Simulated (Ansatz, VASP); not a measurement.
**One calculation of GaCo2Si2, two programs**

```
Si Ga Co
1.0
     0.00000    3.70517    0.00000
     3.70517    0.00000    0.00000
     1.85259    1.85259   -4.78746
Si Ga Co
2 1 2
Direct
  0.37946 0.37946 0.24109
  0.62054 0.62054 0.75891
  0.00000 0.00000 0.00000
  0.75000 0.25000 0.50000
  0.25000 0.75000 0.50000
```

Alike in both runs: functional PBE; k mesh 5 × 5 × 5; non-collinear spin, spin-orbit coupling.

Ansatz relaxed the structure, and its values are those at the end. VASP's run is a single point on that final structure, the one shown.

|  | VASP | Ansatz |
| --- | --- | --- |
| version | VASP 6.6.1 | Ansatz 0.2.0 |
| potentials or method | VASP PAW PBE potentials, release 64 (Si, Ga_d, Co), cutoff 520 eV | PAW plane waves |
| occupations | fermi-dirac, width 0.1 eV | fermi-dirac |
| valence electrons in the cell | 39 | 55 |

```tsv
	VASP	Ansatz	Ansatz less VASP
pressure (GPa)	7.2	7.3	+0.10
rms of the force components (eV/Å)	0.009	0.000	-0.0086
```

VASP's potentials hold 39 valence electrons a cell and Ansatz's 55, so a difference there can come from the potentials and not from the codes. Ansatz's warnings: stress scf threshold loose.

The k mesh is coarse, so the values compare programs but aren't converged.
